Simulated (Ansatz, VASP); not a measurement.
**ScSb3S in VASP and in Ansatz**

```xyz
5
Lattice="5.4171 0.0000 0.0000 0.0000 5.4171 0.0000 0.0000 0.0000 5.4171" Properties=species:S:1:pos:R:3 pbc="T T T"
Sc    2.7085    2.7085    2.7085
Sb    0.0000    2.7085    2.7085
Sb    2.7085    0.0000    2.7085
Sb    2.7085    2.7085    0.0000
S     0.0000    0.0000    0.0000
```

Alike in both runs: functional PBE; k mesh 4 × 4 × 4; occupations gaussian, width 0.1 eV; no spin polarisation.

Ansatz relaxed the structure, and its values are those at the end. VASP's run is a single point on that final structure, the one shown.

|  | VASP | Ansatz |
| --- | --- | --- |
| version | VASP 6.6.1 | Ansatz 0.2.0 |
| potentials or method | VASP PAW PBE potentials, release 64 (Sc_sv, Sb, S), cutoff 520 eV | scalar-relativistic, plane waves, PAW |
| valence electrons in the cell | 32 | 62 |

```csv
,VASP,Ansatz,Ansatz less VASP
gap on the k mesh at the Fermi level (eV),none,none,-
pressure (GPa),-0.2,-0.1,+0.10
```

A gap of «none» marks a metal or a gap that the smearing closes. With one functional, cell and mesh, what is left measures potentials, basis and numerics. VASP's potentials hold 32 valence electrons a cell and Ansatz's 62, so a difference there can come from the potentials and not from the codes.

Neither program's run includes spin-orbit coupling.
